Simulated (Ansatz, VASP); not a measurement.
Fe: VASP beside Ansatz

```
Fe
1.0
     4.05246    0.00000    0.00000
    -2.02623    3.50953    0.00000
     0.00000    0.00000    2.48416
Fe
3
Direct
  0.00000 0.00000 0.00000
  0.33333 0.66667 0.50000
  0.66667 0.33333 0.50000
```

Alike in both runs: task relaxation of cell and atoms; functional BLYP; k mesh 9 × 9 × 13; occupations fermi-dirac, width 0.1 eV; no spin polarisation.

|  | VASP | Ansatz |
| --- | --- | --- |
| version | VASP 6.6.1 | Ansatz 0.2.0 |
| potentials or method | VASP PAW PBE potentials, release 64 (Fe), cutoff 600 eV | plane waves (420 eV) with PAW, scalar-relativistic |
| valence electrons in the cell | 24 | 48 |

|  | VASP | Ansatz | Ansatz less VASP |
| --- | --- | --- | --- |
| relaxed volume (Å³/atom) | 10.84 | 10.85 | +0.010 |
| relaxed cell length with the largest relative difference (Å) | 3.905 | 3.906 | +0.0014 |

VASP's potentials were made for PBE, not for BLYP. VASP's potentials hold 24 valence electrons a cell and Ansatz's 48, so a difference there can come from the potentials and not from the codes.
